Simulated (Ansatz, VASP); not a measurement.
SrB2Te4: VASP beside Ansatz

File INCAR:

```
SYSTEM = SrB2Te4
PREC = Accurate
ENCUT = 600
EDIFF = 1E-6
ISMEAR = 0
SIGMA = 0.1
LREAL = .False.
LASPH = .True.
NELM = 80
ALGO = Normal
ISIF = 3
LWAVE = .False.
LCHARG = .False.
GGA = PE
IBRION = 2
NSW = 100
EDIFFG = -0.05
```

Contents of KPOINTS:

```
regular mesh
0
Gamma
  4 4 4
  0 0 0
```

Contents of POSCAR:

```
SrB2Te4
1.0
   -3.9140993161      3.9140993161      3.1682445471
    3.9140993161     -3.9140993161      3.1682445471
    3.9140993161      3.9140993161     -3.1682445471
Sr B Te
1 2 4
Direct
    0.0000000000      0.0000000000      0.0000000000
    0.5000000000      0.0000000000      0.5000000000
    0.0000000000      0.5000000000      0.5000000000
    0.9222824400      0.4222824400      0.8445648800
    0.0777175600      0.9222824400      0.5000000000
    0.4222824400      0.5777175600      0.5000000000
    0.5777175600      0.0777175600      0.1554351200
```

Input for Ansatz:

```yaml
crystal:
  lattice:
    - [-3.9140993161, 3.9140993161, 3.1682445471]
    - [3.9140993161, -3.9140993161, 3.1682445471]
    - [3.9140993161, 3.9140993161, -3.1682445471]
  atoms:
    - { symbol: Sr, position: [0.0, 0.0, 0.0] }
    - { symbol: B, position: [0.5, 0.0, 0.5] }
    - { symbol: B, position: [0.0, 0.5, 0.5] }
    - { symbol: Te, position: [0.92228244, 0.42228244, 0.84456488] }
    - { symbol: Te, position: [0.07771756, 0.92228244, 0.5] }
    - { symbol: Te, position: [0.42228244, 0.57771756, 0.5] }
    - { symbol: Te, position: [0.57771756, 0.07771756, 0.15543512] }
basis:
  ecutwfc: 420
kpoints:
  mp_grid: { grid: [4, 4, 4] }
hamiltonian:
  xc: pbe
scf:
  occupations: { method: gaussian, width: 0.1 }
output:
  forces: true
  stress: true
  eigenvalues: true
relax:
  adjacent_minimum: "off"
  f_tol: 0.05
  max_steps: 80
  cell: { stress_tol: 0.5 }
```

Alike in both runs: task relaxation of cell and atoms; functional PBE; k mesh 4 × 4 × 4; occupations gaussian, width 0.1 eV; no spin polarisation.

|  | VASP | Ansatz |
| --- | --- | --- |
| version | VASP 6.6.1 | Ansatz 0.2.0 |
| potentials or method | VASP PAW PBE potentials, release 64 (Sr_sv, B, Te), cutoff 600 eV | scalar-relativistic, plane waves, PAW |
| valence electrons in the cell | 40 | 80 |

```csv
,VASP,Ansatz,Ansatz less VASP
"gap on the k mesh at the Fermi level, each at its own relaxed structure (eV)",0.34,0.35,+0.012
relaxed volume (Å³/atom),29.07,29.04,-0.028
relaxed length of the cell vector where the two differ most in proportion (Å),6.526,6.527,+0.0003
```

VASP's potentials hold 40 valence electrons a cell and Ansatz's 80, so a difference there can come from the potentials and not from the codes.

Neither program's run includes spin-orbit coupling.
